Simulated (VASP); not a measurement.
A run of VASP 6.6.1:

INCAR

```
PREC = Accurate ; ENCUT = 520
EDIFF = 1E-6 ; ISMEAR = 0
SIGMA = 0.1 ; LREAL = F
LASPH = T ; NELM = 60
ALGO = Normal ; ISIF = 2
LWAVE = F ; LCHARG = F
GGA = PS ; NBANDS = 26
```

Contents of KPOINTS:

```
Automatic mesh
0
Gamma
  12 12 10
```

Contents of POSCAR:

```
InGaAs2
1.0
    4.1441162563      0.0000000000      0.0000000000
    0.0000000000      4.1441162563      0.0000000000
    0.0000000000      0.0000000000      5.9039978377
In Ga As
1 1 2
Direct
    0.0000000000      0.0000000000      0.5000000000
    0.5000000000      0.5000000000      0.0000000000
    0.5000000000      0.0000000000      0.7697097069
    0.0000000000      0.5000000000      0.2302902931
```

Potentials or basis: VASP PAW PBE potentials, release 64 (In_d, Ga_d, As).

Launch:

```bash
$ cat potpaw_PBE.64/In_d/POTCAR potpaw_PBE.64/Ga_d/POTCAR potpaw_PBE.64/As/POTCAR > POTCAR
$ mpirun -np 1 vasp_std > vasp.out
```

Hardware: 1 thread of Intel(R) Xeon(R) Platinum 8488C (Sapphire Rapids), with other jobs on the host.

Q: Estimate the wall time of this run.

A: Wall time 4 min on 1 thread of Intel(R) Xeon(R) Platinum 8488C (Sapphire Rapids), on a shared host, peak memory 0.56 GiB. Counts: scf iterations 13, k points 168.
